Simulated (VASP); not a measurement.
# TiO2 (I4_1/amd) in VASP: a series of runs

TiO2 is run at these levels: r2SCAN; tasks: single point.

Everything below comes from runs of VASP 6.6.1. Logs are shortened: lines on timing, memory, paths and dates and some standing lists are left out, and cuts for length are marked.

## 1. The cell of the first run

The structure is tetragonal, space group I4_1/amd (No. 141). The conventional cell has a = 3.778 Å, b = 3.778 Å, c = 9.583 Å, α = 90.00°, β = 90.00°, γ = 90.00°. Within 2.6 Å of Ti (site symmetry -4m2) lie 6 O at 1.93 to 1.99 Å. Within 2.6 Å of O (site symmetry 2mm) lie 3 Ti at 1.93 to 1.99 Å and 2 O at 2.46 Å.

## 2. Single point, r2SCAN

Contents of POSCAR:

```
TiO2
1.0
   -1.8888988106      1.8888988106      4.7917154967
    1.8888988106     -1.8888988106      4.7917154967
    1.8888988106      1.8888988106     -4.7917154967
Ti O
2 4
Direct
    0.7500000000      0.2500000000      0.5000000000
    0.0000000000      0.0000000000      0.0000000000
    0.5427139662      0.0427139662      0.5000000000
    0.7927139662      0.7927139662      0.0000000000
    0.2072860338      0.2072860338      0.0000000000
    0.9572860338      0.4572860338      0.5000000000
```

Contents of INCAR.step1:

```
ALGO = Normal ; EDIFF = 1E-4
ENCUT = 520 ; GGA = PE
ISMEAR = 0 ; LASPH = T
LCHARG = F ; LREAL = F
LWAVE = T ; NBANDS = 33
NELM = 100 ; PREC = Accurate
SIGMA = 0.01
```

Contents of INCAR.step2:

```
ALGO = Normal ; EDIFF = 1E-6
ENCUT = 520 ; ISIF = 2
ISMEAR = 0 ; ISTART = 1
LASPH = T ; LCHARG = F
LMIXTAU = T ; LREAL = F
LWAVE = F ; METAGGA = R2SCAN
NBANDS = 33 ; NELM = 100
PREC = Accurate ; SIGMA = 0.01
```

Contents of KPOINTS:

```
k-points
0
Gamma
  10 10 10
```

Potentials or basis: VASP PAW PBE potentials, release 64 (Ti_sv, O).

Run with:

```sh
cat potpaw_PBE.64/Ti_sv/POTCAR potpaw_PBE.64/O/POTCAR > POTCAR
cp INCAR.step1 INCAR
mpirun -np 1 vasp_std > vasp.out
cp INCAR.step2 INCAR
mpirun -np 1 vasp_std > vasp.out
```

OUTCAR:

```text
EDIFF = 1E-6
   ENCUT = 520
   ISIF = 2
   ISMEAR = 0
   ISTART = 1
   LASPH = T
   LREAL = F
   METAGGA = R2SCAN
   NELM = 100
   PREC = Accurate

 ion  position               nearest neighbor table
   1  0.750  0.250  0.500-   4 1.93   5 1.93   4 1.93   5 1.93   3 1.99   6 1.99
   2  0.000  0.000  0.000-   3 1.93   6 1.93   3 1.93   6 1.93   5 1.99   4 1.99
   3  0.543  0.043  0.500-   2 1.93   2 1.93   1 1.99
   4  0.793  0.793  0.000-   1 1.93   1 1.93   2 1.99
   5  0.207  0.207  0.000-   1 1.93   1 1.93   2 1.99
   6  0.957  0.457  0.500-   2 1.93   2 1.93   1 1.99

  LATTYP: Found a body centered tetragonal cell.
 ALAT       =     3.7777976212
 C/A-ratio  =     2.5367772322

  Lattice vectors:

 A1 = (  -1.8888988106,   1.8888988106,   4.7917154967)
 A2 = (   1.8888988106,  -1.8888988106,   4.7917154967)
 A3 = (   1.8888988106,   1.8888988106,  -4.7917154967)

Analysis of symmetry for initial positions (statically):
=====================================================================
 Subroutine PRICEL returns:
 Original cell was already a primitive cell.

 Routine SETGRP: Setting up the symmetry group for a
 body centered tetragonal supercell.

 Subroutine GETGRP returns: Found 16 space group operations
 (whereof  8 operations were pure point group operations)
 out of a pool of 16 trial point group operations.

The static configuration has the point symmetry D_2d.
 The point group associated with its full space group is D_4h.

Analysis of symmetry for dynamics (positions and initial velocities):
=====================================================================
 Subroutine PRICEL returns:
 Original cell was already a primitive cell.

 Routine SETGRP: Setting up the symmetry group for a
 body centered tetragonal supercell.

 Subroutine GETGRP returns: Found 16 space group operations
 (whereof  8 operations were pure point group operations)
 out of a pool of 16 trial point group operations.

The dynamic configuration has the point symmetry D_2d.
 The point group associated with its full space group is D_4h.

 Subroutine INISYM returns: Found 16 space group operations
 (whereof  8 operations are pure point group operations),
 and found     1 'primitive' translations

----------------------------------------------------------------------------------------

                                     Primitive cell

  volume of cell :      68.3862

  direct lattice vectors                    reciprocal lattice vectors
    -1.888898811  1.888898811  4.791715497     0.000000000  0.264704492  0.104346763
     1.888898811 -1.888898811  4.791715497     0.264704492  0.000000000  0.104346763
     1.888898811  1.888898811 -4.791715497     0.264704492  0.264704492  0.000000000

  length of vectors
     5.486019945  5.486019945  5.486019945     0.284528935  0.284528935  0.374348683

  position of ions in fractional coordinates (direct lattice)
     0.750000000  0.250000000  0.500000000
     0.000000000  0.000000000  0.000000000
     0.542713966  0.042713966  0.500000000
     0.792713966  0.792713966  0.000000000
     0.207286034  0.207286034  0.000000000
     0.957286034  0.457286034  0.500000000

  ion indices of the primitive-cell ions
   primitive index   ion index
                 1           1
                 2           2
                 3           3
                 4           4
                 5           5
                 6           6

----------------------------------------------------------------------------------------

 KPOINTS: k-points

Automatic generation of k-mesh.
 Grid dimensions read from file:
 generate k-points for:   10   10   10

 Generating k-lattice:

  Cartesian coordinates                     Fractional coordinates (reciprocal lattice)
     0.000000000  0.026470449  0.010434676     0.100000000  0.000000000  0.000000000
     0.026470449  0.000000000  0.010434676     0.000000000  0.100000000  0.000000000
     0.026470449  0.026470449  0.000000000     0.000000000  0.000000000  0.100000000

  Length of vectors
     0.028452894  0.028452894  0.037434868

  Shift w.r.t. Gamma in fractional coordinates (k-lattice)
     0.000000000  0.000000000  0.000000000

 Subroutine IBZKPT returns following result:
 ===========================================

 Found    102 irreducible k-points:

 Following reciprocal coordinates:
            Coordinates               Weight
  0.000000  0.000000  0.000000      1.000000
  0.100000 -0.000000  0.000000      8.000000
  0.200000 -0.000000  0.000000      8.000000
  0.300000 -0.000000  0.000000      8.000000
  0.400000  0.000000  0.000000      8.000000
  0.500000 -0.000000  0.000000      4.000000
[... 16 lines left out ...]
  0.300000  0.300000  0.000000      8.000000
  0.400000  0.300000  0.000000     16.000000
 [... further k-points ...]
   k-points           NKPTS =    102   k-points in BZ     NKDIM =    102   number of bands    NBANDS=     33
   number of dos      NEDOS =    301   number of ions     NIONS =      6
   total plane-waves  NPLWV =  74088
   dimension x,y,z NGX =    42 NGY =   42 NGZ =   42
   dimension x,y,z NGXF=    84 NGYF=   84 NGZF=   84
   ions per type =               2   4
   NGX,Y,Z   is equivalent  to a cutoff of  12.73, 12.73, 12.73 a.u.
   NGXF,Y,Z  is equivalent  to a cutoff of  25.45, 25.45, 25.45 a.u.
 SYSTEM =  unknown system
   PREC   = accura    normal or accurate (medium, high low for compatibility)
   ISTART =      1    job   : 0-new  1-cont  2-samecut
   ICHARG =      0    charge: 1-file 2-atom 10-const
   ISPIN  =      1    spin polarized calculation?
   LNONCOLLINEAR =      F non collinear calculations
   LSORBIT =      F    spin-orbit coupling
   LASPH  =      T    aspherical Exc in radial PAW
   ENCUT  =  520.0 eV  38.22 Ry    6.18 a.u.  10.20 10.20 10.20*2*pi/ulx,y,z
   NELM   =    100;   NELMIN=  2; NELMDL=  0     # of ELM steps
   EDIFF  = 0.1E-05   stopping-criterion for ELM
   LREAL  =      F    real-space projection
   EDIFFG = 0.1E-04   stopping-criterion for IOM
   NSW    =      0    number of steps for IOM
   IBRION =     -1    ionic relax: 0-MD 1-quasi-New 2-CG
   NFREE  =      0    steps in history (QN), initial steepest desc. (CG)
   ISIF   =      2    stress and relaxation
   ISYM   =      2    0-nonsym 1-usesym 2-fastsym
   POTIM  = 0.5000    time-step for ionic-motion
   TEBEG  =    0.0;   TEEND  =   0.0 temperature during run
   PSTRESS=    0.0 pullay stress
   NELECT =      48.0000    total number of electrons
   NUPDOWN=      -1.0000    fix difference up-down
   EMIN   =  10.00;   EMAX   =-10.00  energy-range for DOS
   EFERMI =   0.00;   METHOD = LEGACY
   ISMEAR =     0;   SIGMA  =   0.01  broadening in eV -4-tet -1-fermi 0-gaus
   EFERMI_NEDOS =   21; number of points for ismear=-14 and -15
   IALGO  =     38    algorithm
   IMIX   =      4    mixing-type and parameters
     AMIX     =   0.40;   BMIX     =  1.00
     AMIX_MAG =   1.60;   BMIX_MAG =  1.00
  volume/ion in A,a.u.               =      11.40        76.92
  Fermi-wavevector in a.u.,A,eV,Ry     =   1.454898  2.749358 28.799822  2.116727
  Thomas-Fermi vector in A             =   2.571995
   LORBIT       =      0    0 simple, 1 ext, 2 COOP (PROOUT), +10 PAW based schemes
   METAGGA = R2SCAN    functional components
   LHFCALC =     F    Hartree Fock is set to
   AEXX    =    0.0000 exact exchange contribution
   IVDW    =     0    specifies the selected vdW correction
   LEPSILON=     F    determine dielectric tensor
   LRPA    =     F    only Hartree local field effects (RPA)
 non-spin polarized calculation
 Gauss-broadening in eV      SIGMA  =   0.01
  energy-cutoff  :      520.00
  volume of cell :       68.39
 maximum number of plane-waves:      1858
 NGX is ok and might be reduce to    42
   NGX = 21   NGY = 21   NGZ = 21

 number of electron      47.9999993 magnetization

 Free energy of the ion-electron system (eV)
  ---------------------------------------------------
  ext. energy  EPLUGINS =         0.00000000
  ---------------------------------------------------
  free energy    TOTEN  =       -69.85811094 eV

  energy without entropy =      -69.85811094  energy(sigma->0) =      -69.85811094

 E-fermi :   3.1058     XC(G=0): -11.4457

 val. band max:        3.0050173114   @ k =  -0.4000   0.4000   0.0000
 cond. band min:       5.5688406223   @ k =   0.0000   0.0000   0.0000
 fundamental gap:      2.5638233108
 Fermi energy:         3.1057687148

 k-point     1 :       0.0000    0.0000    0.0000
  band No.  band energies     occupation
      1     -55.5682      2.00000
      2     -55.5092      2.00000
      3     -30.9855      2.00000
      4     -30.7374      2.00000
      5     -30.7374      2.00000
      6     -30.6683      2.00000
[... 25 lines left out ...]
     32       8.6175      0.00000
     33       8.6893      0.00000

 k-point     2 :       0.1000   -0.0000    0.0000
  band No.  band energies     occupation
      1     -55.5670      2.00000
      2     -55.5101      2.00000
      3     -30.9828      2.00000
      4     -30.7517      2.00000
      5     -30.7383      2.00000
      6     -30.6743      2.00000
[... 25 lines left out ...]
     32       8.7375      0.00000
     33       9.0042      0.00000

 k-point     3 :       0.2000   -0.0000    0.0000
  band No.  band energies     occupation
      1     -55.5633      2.00000
      2     -55.5125      2.00000
      3     -30.9762      2.00000
      4     -30.7875      2.00000
      5     -30.7405      2.00000
      6     -30.6886      2.00000
[... 25 lines left out ...]
     32       9.0983      0.00000
     33       9.4592      0.00000

 k-point     4 :       0.3000   -0.0000    0.0000
  band No.  band energies     occupation
      1     -55.5582      2.00000
      2     -55.5161      2.00000
      3     -30.9684      2.00000
      4     -30.8304      2.00000
      5     -30.7428      2.00000
      6     -30.7024      2.00000
[... 673 lines left out ...]
     32       9.8809      0.00000
     33       9.9163      0.00000

 k-point    23 :       0.3000    0.3000    0.0000
  band No.  band energies     occupation
      1     -55.5457      2.00000
      2     -55.5253      2.00000
      3     -30.9427      2.00000
      4     -30.8829      2.00000
      5     -30.7893      2.00000
      6     -30.7445      2.00000
[... 25 lines left out ...]
     32       9.8943      0.00000
     33      10.7322      0.00000

 k-point    24 :       0.4000    0.3000    0.0000
  band No.  band energies     occupation
      1     -55.5419      2.00000
      2     -55.5279      2.00000
      3     -30.9464      2.00000
      4     -30.9062      2.00000
      5     -30.7923      2.00000
      6     -30.7615      2.00000
[... 25 lines left out ...]
     32       9.8996      0.00000
     33      10.8245      0.00000

 [... further k-points ...]

------------------------ aborting loop because EDIFF is reached ----------------------------------------

  FORCE on cell =-STRESS in cart. coord.  units (eV):
  Direction    XX          YY          ZZ          XY          YZ          ZX
  --------------------------------------------------------------------------------------
  -------------------------------------------------------------------------------------
  Total        0.5568595      0.5568595      0.4647677      0.0000000      0.0000000      0.0000000
  in kB       13.0463145     13.0463145     10.8887532      0.0000000      0.0000000      0.0000000
  external PRESSURE =      12.3271274 kB  Pullay stress =       0.0000000 kB

 VOLUME and BASIS-vectors are now :
 -----------------------------------------------------------------------------
  energy-cutoff  :      520.00
  volume of cell :       68.39
      direct lattice vectors                 reciprocal lattice vectors
    -1.888898811  1.888898811  4.791715497     0.000000000  0.264704492  0.104346763
     1.888898811 -1.888898811  4.791715497     0.264704492  0.000000000  0.104346763
     1.888898811  1.888898811 -4.791715497     0.264704492  0.264704492  0.000000000

 POSITION                                       TOTAL-FORCE (eV/Angst)
 -----------------------------------------------------------------------------------
     -0.00000      1.88890      2.39586        -0.000000     -0.000000     -0.000000
      0.00000      0.00000      0.00000        -0.000000     -0.000000     -0.000000
      0.00000      1.88890      0.40935        -0.000000     -0.000000     -0.025866
      0.00000      0.00000      7.59692         0.000000      0.000000     -0.025866
      0.00000      0.00000      1.98651        -0.000000     -0.000000      0.025866
      0.00000      1.88890      4.38237         0.000000      0.000000      0.025866
 -----------------------------------------------------------------------------------
    total drift:                               -0.000000     -0.000000     -0.000000

  FREE ENERGIE OF THE ION-ELECTRON SYSTEM (eV)
  ---------------------------------------------------
  free  energy   TOTEN  =       -69.8581109404 eV

  energy  without entropy=      -69.8581109404  energy(sigma->0) =      -69.85811094
```

It took 30 min on 1 thread of Intel Xeon 8259CL, shared host; peak memory 0.39 GiB.

What came out:

| Property | Result |
| --- | --- |
| Free energy | -69.8581 eV |
| Pressure | 1.2 GPa |
| Largest force | 0.026 eV/Å |
| Band gap on the k mesh | 2.56 eV (least direct gap 2.89 eV) |

Forces on the atoms (eV/Å):
```
Ti   0.000  0.000  0.000
Ti   0.000  0.000  0.000
O    0.000  0.000 -0.026
O    0.000  0.000 -0.026
O    0.000  0.000  0.026
O    0.000  0.000  0.026
```

Stress tensor (GPa, compression positive):
```
1.30 0.00 0.00
0.00 1.30 0.00
0.00 0.00 1.09
```

Levels at points of the mesh, in eV from the valence-band top:
```csv
k point,band 20,band 21,band 22,band 23,band 24,band 25,band 26,band 27,band 28,band 29
"(0.00, 0.00, 0.00)",-0.82,-0.79,-0.79,-0.46,-0.46,2.56,3.28,4.47,4.47,4.48
"(0.50, 0.00, 0.00)",-2.00,-1.95,-0.95,-0.87,-0.67,3.69,3.97,4.01,4.06,4.73
"(0.50, 0.50, 0.00)",-2.71,-2.07,-2.07,-0.04,-0.04,3.75,3.75,4.21,4.21,5.34
"(0.50, 0.50, 0.50)",-1.39,-1.29,-1.29,-0.11,-0.11,2.91,2.91,4.23,4.23,4.73
```

Caveat: the PAW data sets were made with another functional, which shifts forces and pressure a little. A k mesh can miss the band edges.

(Continued in part 2 of 2.)
